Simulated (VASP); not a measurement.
AlFe, 2 atoms in the cell. Symmetry: Pm-3m, No. 221, cubic system. The conventional cell has a = 2.910 Å, b = 2.910 Å, c = 2.910 Å, α = 90.00°, β = 90.00°, γ = 90.00°. Fe (site symmetry m-3m) has 8 Al at 2.52 Å and 6 Fe at 2.91 Å within 3.3 Å. Within 3.3 Å of Al (site symmetry m-3m) lie 8 Fe at 2.52 Å and 6 Al at 2.91 Å. 

| Quantity | Value |
| --- | --- |
| Program | VASP 6.6.1 |
| Task | single point |
| Functional | r2SCAN0 |
| Potentials or basis | VASP PAW PBE potentials, release 64 (Fe, Al) |
| Cutoff | 580 eV |
| k mesh | 5 × 5 × 5 |
| Occupations | fermi-dirac, width 0.05 eV |
| Spin | collinear spin, ferromagnetic start |
| Starting moments | [3.0, 0.0] μB |
| Dipole correction | no |
| Grid for exact exchange (PRECFOCK) | Normal |
| Further INCAR settings | ALGO = Normal; EDIFF = 1e-06; NBANDS = 16 |
| Share of exact exchange | 0.25 |

Potentials or basis: VASP PAW PBE potentials, release 64 (Fe, Al).

Run with:

```console
$ cat potpaw_PBE.64/Fe/POTCAR potpaw_PBE.64/Al/POTCAR > POTCAR
$ cp INCAR.step1 INCAR
$ mpirun -np 1 vasp_std > vasp.out
$ cp INCAR.step2 INCAR
$ mpirun -np 1 vasp_std > vasp.out
```

Hardware: 1 thread of Intel Xeon 8259CL, on a shared host.

Task: Estimate the wall time of this run.

Result: Run time: 43 min on 1 thread of Intel Xeon 8259CL (shared host), peak memory 0.17 GiB. Counts: k points 10.
